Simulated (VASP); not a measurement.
**AlN: single point with r2SCAN**

The system is AlN.

```xyz
2
Lattice="-0.0579 2.1925 2.1925 2.1925 -0.0579 2.1925 2.1925 2.1925 -0.0579" Properties=species:S:1:pos:R:3 pbc="T T T"
Al   -0.0068   -0.0068   -0.0068
N     1.0885    1.0885    1.0885
```

This cell differs from its parent crystal: epitaxial 111 strain +3.0%.

| Property | Result |
| --- | --- |
| Program | VASP 6.6.1 |
| Task | single point |
| Functional | r2SCAN |
| Potentials or basis | VASP PAW PBE potentials, release 64 (Al, N) |
| Cutoff | 520 eV |
| k mesh | 10 × 10 × 10 |
| Occupations | gaussian, width 0.01 eV |
| Spin | no spin polarisation |

| Property | Result |
| --- | --- |
| Pressure | -9.7 GPa |
| Largest force | 0.003 eV/Å |
| Band gap on the k mesh | 3.67 eV, indirect (least direct gap 4.19 eV) |

Forces in eV/Å, atoms in the order of the input:
```
Al  -0.002 -0.002 -0.002
N    0.002  0.002  0.002
```

Stress tensor (GPa, compression positive):
```
-9.74  4.71  4.71
 4.71 -9.74  4.71
 4.71  4.71 -9.74
```

Levels at points of the mesh, in eV from the valence-band top:
| k point | band 2 | band 3 | band 4 | band 5 | band 6 | band 7 |
| --- | --- | --- | --- | --- | --- | --- |
| (0.00, 0.00, 0.00) | -0.29 | -0.29 | 0.00 | 4.19 | 12.48 | 12.48 |
| (0.50, 0.00, 0.00) | -5.93 | -0.68 | -0.54 | 7.62 | 10.18 | 11.33 |
| (0.50, 0.50, 0.00) | -4.99 | -2.13 | -1.76 | 3.67 | 8.98 | 14.23 |
| (0.50, 0.50, 0.50) | -5.73 | -0.85 | -0.85 | 7.22 | 10.25 | 10.99 |

Run time: 27 s on 1 thread of Intel(R) Xeon(R) 6975P-C (Granite Rapids), with other jobs on the host, peak memory 0.15 GiB.

Caveat: the cell differs from its parent crystal (epitaxial 111 strain +3.0%); the PAW data sets were made with another functional, which shifts forces and pressure a little. A k mesh can miss the band edges.
